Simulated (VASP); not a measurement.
# Sb2Pt in VASP: notebook

Sb2Pt is run at these levels: PBEsol; tasks: single point.

Everything below comes from runs of VASP 6.6.1. Logs are shortened: lines on timing, memory, paths and dates and some standing lists are left out, and cuts for length are marked.

## (1) The cell of the first run

The cell holds an amorphous packing of atoms, 12 atoms: a = 7.271 Å, b = 6.700 Å, c = 5.932 Å, α = 85.62°, β = 82.01°, γ = 92.26°.

## (2) Single point, PBEsol

Input file INCAR:

```
SYSTEM = Sb2Pt
  ALGO = Normal
  EDIFF = 1E-6
  ENCUT = 520
  GGA = PS
  ISIF = 2
  ISMEAR = -1
  LASPH = .TRUE.
  LCHARG = .TRUE.
  LELF = .TRUE.
  LREAL = .FALSE.
  LVHAR = .TRUE.
  LWAVE = .FALSE.
  NBANDS = 52
  NELM = 60
  PREC = Accurate
  SIGMA = 0.1
```

Input file KPOINTS:

```
k-points
0
G
  2 2 3
  0 0 0
```

Input file POSCAR:

```
Sb2Pt
1.0
    7.2596090000      0.3670430000      0.1796830000
   -0.6078470000      6.6689250000      0.2215900000
    0.6634660000      0.3204110000      5.8857720000
Pt Sb
4 8
Direct
    0.0846294341      0.0062859232      0.7833095865
    0.3323491622      0.9377247762      0.2180928980
    0.0026043544      0.1512657608      0.2301577536
    0.6967176176      0.8624044022      0.3102652459
    0.2332177368      0.3968806760      0.8112942446
    0.0637025365      0.6821635091      0.5198390500
    0.7647271384      0.5931613998      0.9053446003
    0.7221944395      0.1580493413      0.9202348958
    0.3091259293      0.4267347709      0.2742206405
    0.4853313614      0.1521899942      0.5595558958
    0.7650437573      0.4531728788      0.3804991196
    0.4346228622      0.7716332147      0.7965696694
```

Potentials or basis: VASP PAW PBE potentials, release 64 (Pt, Sb).

On the command line:

```sh
cat potpaw_PBE.64/Pt/POTCAR potpaw_PBE.64/Sb/POTCAR > POTCAR
mpirun -np 1 vasp_std > vasp.out
```

OUTCAR:

```text
SYSTEM = Sb2Pt
   EDIFF = 1E-6
   ENCUT = 520
   GGA = PS
   ISIF = 2
   ISMEAR = -1
   LASPH = .TRUE.
   LREAL = .FALSE.
   NELM = 60
   PREC = Accurate

 ion  position               nearest neighbor table
   1  0.085  0.006  0.783-   6 2.78   5 2.82   3 2.89   8 2.90  12 3.05  10 3.12   2 3.36   3 3.49
                             7 3.51
   2  0.332  0.938  0.218-  12 2.83   4 2.84   3 2.84   6 2.87  10 2.89   9 3.33   8 3.35   1 3.36
                             9 3.41
   3  0.003  0.151  0.230-  11 2.83   2 2.84   4 2.85   1 2.89   9 2.89   8 2.93   5 3.11   1 3.49
                             6 3.54
   4  0.697  0.862  0.310-  11 2.82   2 2.84   3 2.85  10 2.89   8 2.91   7 3.11  12 3.23   6 3.33
[... 13 lines left out ...]
  11  0.765  0.453  0.380-   4 2.82   3 2.83  10 2.84   6 2.86   7 2.90   7 3.32   9 3.46   8 3.53
                             8 3.60
  12  0.435  0.772  0.797-  10 2.80   2 2.83   5 2.85   7 2.85   1 3.05   4 3.23   6 3.40   8 3.45
                             9 3.51

  LATTYP: Found a triclinic cell.
 ALAT       =     6.7002343809
 B/A-ratio  =     1.4463389943
 C/A-ratio  =     1.7075074209
 COS(alpha) =     0.0095033422
 COS(beta)  =     0.6503916529
 COS(gamma) =     0.6617517964

  Lattice vectors:

 A1 = (   0.6078470000,  -6.6689250000,  -0.2215900000)
 A2 = (  -6.6517620000,  -7.0359680000,  -0.4012730000)
 A3 = (   7.2039900000,  -6.6222930000,  -5.9276790000)

Analysis of symmetry for initial positions (statically):
=====================================================================
 Subroutine PRICEL returns:
 Original cell was already a primitive cell.

 Routine SETGRP: Setting up the symmetry group for a
 triclinic supercell.

 Subroutine GETGRP returns: Found  1 space group operations
 (whereof  1 operations were pure point group operations)
 out of a pool of  2 trial point group operations.

The static configuration has the point symmetry C_1 .

Analysis of symmetry for dynamics (positions and initial velocities):
=====================================================================
 Subroutine PRICEL returns:
 Original cell was already a primitive cell.

 Routine SETGRP: Setting up the symmetry group for a
 triclinic supercell.

 Subroutine GETGRP returns: Found  1 space group operations
 (whereof  1 operations were pure point group operations)
 out of a pool of  2 trial point group operations.

The dynamic configuration has the point symmetry C_1 .

 Subroutine INISYM returns: Found  1 space group operations
 (whereof  1 operations are pure point group operations),
 and found     1 'primitive' translations

----------------------------------------------------------------------------------------

                                     Primitive cell

  volume of cell :     284.9742

  direct lattice vectors                    reciprocal lattice vectors
     7.259609000  0.367043000  0.179683000     0.137488851  0.013070189 -0.016209770
    -0.607847000  6.668925000  0.221590000    -0.007378770  0.149519477 -0.007307813
     0.663466000  0.320411000  5.885772000    -0.003919511 -0.006028183  0.170671232

  length of vectors
     7.271102350  6.700234381  5.931708218     0.139056717  0.149879699  0.170822630

  position of ions in fractional coordinates (direct lattice)
     0.084629434  0.006285923  0.783309587
     0.332349162  0.937724776  0.218092898
     0.002604354  0.151265761  0.230157754
     0.696717618  0.862404402  0.310265246
     0.233217737  0.396880676  0.811294245
     0.063702537  0.682163509  0.519839050
     0.764727138  0.593161400  0.905344600
     0.722194440  0.158049341  0.920234896
     0.309125929  0.426734771  0.274220640
     0.485331361  0.152189994  0.559555896
     0.765043757  0.453172879  0.380499120
     0.434622862  0.771633215  0.796569669

  ion indices of the primitive-cell ions
   primitive index   ion index
                 1           1
                 2           2
                 3           3
                 4           4
                 5           5
                 6           6
                 7           7
                 8           8
                 9           9
                10          10
                11          11
                12          12

----------------------------------------------------------------------------------------

 KPOINTS: k-points

Automatic generation of k-mesh.
 Grid dimensions read from file:
 generate k-points for:    2    2    3

 Generating k-lattice:

  Cartesian coordinates                     Fractional coordinates (reciprocal lattice)
     0.068744425  0.006535094 -0.008104885     0.500000000  0.000000000  0.000000000
    -0.003689385  0.074759738 -0.003653907     0.000000000  0.500000000  0.000000000
    -0.001306504 -0.002009394  0.056890411    -0.000000000 -0.000000000  0.333333333

  Length of vectors
     0.069528359  0.074939850  0.056940877

  Shift w.r.t. Gamma in fractional coordinates (k-lattice)
     0.000000000  0.000000000  0.000000000

 Subroutine IBZKPT returns following result:
 ===========================================

 Found      8 irreducible k-points:

 Following reciprocal coordinates:
            Coordinates               Weight
  0.000000  0.000000  0.000000      1.000000
  0.500000  0.000000  0.000000      1.000000
  0.000000  0.500000  0.000000      1.000000
  0.500000  0.500000 -0.000000      1.000000
  0.000000 -0.000000  0.333333      2.000000
  0.500000 -0.000000  0.333333      2.000000
  0.000000  0.500000  0.333333      2.000000
  0.500000  0.500000  0.333333      2.000000
   k-points           NKPTS =      8   k-points in BZ     NKDIM =      8   number of bands    NBANDS=     52
   number of dos      NEDOS =    301   number of ions     NIONS =     12
   total plane-waves  NPLWV = 129600
   dimension x,y,z NGX =    54 NGY =   50 NGZ =   48
   dimension x,y,z NGXF=   108 NGYF=  100 NGZF=   96
   ions per type =               4   8
   NGX,Y,Z   is equivalent  to a cutoff of  12.35, 12.41, 13.45 a.u.
   NGXF,Y,Z  is equivalent  to a cutoff of  24.69, 24.81, 26.91 a.u.
 SYSTEM =  Sb2Pt
   PREC   = accura    normal or accurate (medium, high low for compatibility)
   ISTART =      0    job   : 0-new  1-cont  2-samecut
   ICHARG =      2    charge: 1-file 2-atom 10-const
   ISPIN  =      1    spin polarized calculation?
   LNONCOLLINEAR =      F non collinear calculations
   LSORBIT =      F    spin-orbit coupling
   LASPH  =      T    aspherical Exc in radial PAW
   ENCUT  =  520.0 eV  38.22 Ry    6.18 a.u.  13.52 12.46 11.03*2*pi/ulx,y,z
   NELM   =     60;   NELMIN=  2; NELMDL= -5     # of ELM steps
   EDIFF  = 0.1E-05   stopping-criterion for ELM
   LREAL  =      F    real-space projection
   EDIFFG = 0.1E-04   stopping-criterion for IOM
   NSW    =      0    number of steps for IOM
   IBRION =     -1    ionic relax: 0-MD 1-quasi-New 2-CG
   NFREE  =      0    steps in history (QN), initial steepest desc. (CG)
   ISIF   =      2    stress and relaxation
   ISYM   =      2    0-nonsym 1-usesym 2-fastsym
   POTIM  = 0.5000    time-step for ionic-motion
   TEBEG  =    0.0;   TEEND  =   0.0 temperature during run
   PSTRESS=    0.0 pullay stress
   NELECT =      80.0000    total number of electrons
   NUPDOWN=      -1.0000    fix difference up-down
   EMIN   =  10.00;   EMAX   =-10.00  energy-range for DOS
   EFERMI =   0.00;   METHOD = LEGACY
   ISMEAR =    -1;   SIGMA  =   0.10  broadening in eV -4-tet -1-fermi 0-gaus
   EFERMI_NEDOS =   21; number of points for ismear=-14 and -15
   IALGO  =     38    algorithm
   IMIX   =      4    mixing-type and parameters
     AMIX     =   0.40;   BMIX     =  1.00
     AMIX_MAG =   1.60;   BMIX_MAG =  1.00
  volume/ion in A,a.u.               =      23.75       160.26
  Fermi-wavevector in a.u.,A,eV,Ry     =   1.071938  2.025669 15.633788  1.149051
  Thomas-Fermi vector in A             =   2.207693
   LORBIT       =      0    0 simple, 1 ext, 2 COOP (PROOUT), +10 PAW based schemes
   GGA     = PS    functional components
   LHFCALC =     F    Hartree Fock is set to
   AEXX    =    0.0000 exact exchange contribution
   IVDW    =     0    specifies the selected vdW correction
   LEPSILON=     F    determine dielectric tensor
   LRPA    =     F    only Hartree local field effects (RPA)
 non-spin polarized calculation
  energy-cutoff  :      520.00
  volume of cell :      284.97
 maximum number of plane-waves:      7689
   NGX = 27   NGY = 25   NGZ = 23

 number of electron      79.9999999 magnetization

 Free energy of the ion-electron system (eV)
  ---------------------------------------------------
  ext. energy  EPLUGINS =         0.00000000
  ---------------------------------------------------
  free energy    TOTEN  =       -60.99846612 eV

  energy without entropy =      -60.79178999  energy(sigma->0) =      -60.89512806

 E-fermi :   8.3323     XC(G=0): -10.8168

 val. band max:        8.3157367769   @ k =   0.5000  -0.0000   0.3333
 cond. band min:       8.3581741978   @ k =   0.5000   0.0000   0.0000
 fundamental gap:      0.0424374209
 Fermi energy:         8.3322668761

 k-point     1 :       0.0000    0.0000    0.0000
  band No.  band energies     occupation
      1      -4.9391      2.00000
      2      -2.7434      2.00000
      3      -2.5605      2.00000
      4      -1.8078      2.00000
      5      -0.9242      2.00000
      6      -0.6485      2.00000
[... 429 lines left out ...]
     51      11.2750      0.00000
     52      11.9431      0.00000

------------------------ aborting loop because EDIFF is reached ----------------------------------------

  FORCE on cell =-STRESS in cart. coord.  units (eV):
  Direction    XX          YY          ZZ          XY          YZ          ZX
  --------------------------------------------------------------------------------------
  -------------------------------------------------------------------------------------
  Total       -1.8261023     -1.9226433     -1.4899561      1.7372280     -4.1371592      2.4944690
  in kB      -10.2666838    -10.8094551     -8.3768079      9.7670161    -23.2598715     14.0243645
  external PRESSURE =      -9.8176489 kB  Pullay stress =       0.0000000 kB

 VOLUME and BASIS-vectors are now :
 -----------------------------------------------------------------------------
  energy-cutoff  :      520.00
  volume of cell :      284.97
      direct lattice vectors                 reciprocal lattice vectors
     7.259609000  0.367043000  0.179683000     0.137488851  0.013070189 -0.016209770
    -0.607847000  6.668925000  0.221590000    -0.007378770  0.149519477 -0.007307813
     0.663466000  0.320411000  5.885772000    -0.003919511 -0.006028183  0.170671232

 POSITION                                       TOTAL-FORCE (eV/Angst)
 -----------------------------------------------------------------------------------
      1.13026      0.32396      4.62698        -0.221029      0.046005      0.142271
      1.98743      6.44548      1.55115        -0.138961     -0.073631     -0.027021
      0.07966      1.08348      1.38864         0.121839      0.100063     -0.288423
      4.73954      6.10645      2.14244        -0.126683      0.219385     -0.434676
      1.99009      2.99232      4.90494        -1.215019     -1.533170      0.791740
      0.39270      4.73924      3.22226        -0.370244      2.984788     -0.368539
      5.79173      4.52652      5.59750         0.107799      0.742687      0.733019
      5.75732      1.61395      5.58108         1.812324     -1.373855      1.417464
      2.16668      3.04719      1.76410        -0.335029     -0.475830     -1.105480
      3.80205      1.37237      3.41435        -0.051899     -1.596852     -1.162096
      5.53091      3.42490      2.47741         0.643148      0.224037     -0.482496
      3.21465      5.56072      4.93751        -0.226245      0.736372      0.784238
 -----------------------------------------------------------------------------------
    total drift:                                0.001011     -0.000201      0.001265

  FREE ENERGIE OF THE ION-ELECTRON SYSTEM (eV)
  ---------------------------------------------------
  free  energy   TOTEN  =       -60.9984661234 eV

  energy  without entropy=      -60.7917899925  energy(sigma->0) =      -60.89512806
```

Run time: 4.9 min. Hardware: 1 thread of Oxide Virtual Turin-like, shared host; peak memory 0.34 GiB.

Results:

```yaml
Free_energy: -60.9985 eV
Pressure: -1.0 GPa
Largest_force: 3.030 eV/Å
Band_gap_on_the_k_mesh: zero (band 40 reaches 8.36 eV, above the bottom of band 41 at 8.32 eV)
```

Forces on the atoms (eV/Å):
```
Pt  -0.221  0.046  0.142
Pt  -0.139 -0.074 -0.027
Pt   0.122  0.100 -0.288
Pt  -0.127  0.219 -0.435
Sb  -1.215 -1.533  0.792
Sb  -0.370  2.985 -0.369
Sb   0.108  0.743  0.733
Sb   1.812 -1.374  1.417
Sb  -0.335 -0.476 -1.105
Sb  -0.052 -1.597 -1.162
Sb   0.643  0.224 -0.482
Sb  -0.226  0.736  0.784
```

Stress tensor (GPa, compression positive):
```
-1.03  0.98  1.40
 0.98 -1.08 -2.33
 1.40 -2.33 -0.84
```

Caveat: the k points lie up to 0.47 Å⁻¹ apart; the PAW data sets were made with another functional, which shifts forces and pressure a little; spin-orbit coupling is left out, which moves the levels of the heavy elements.

[end of part 1 of 2]
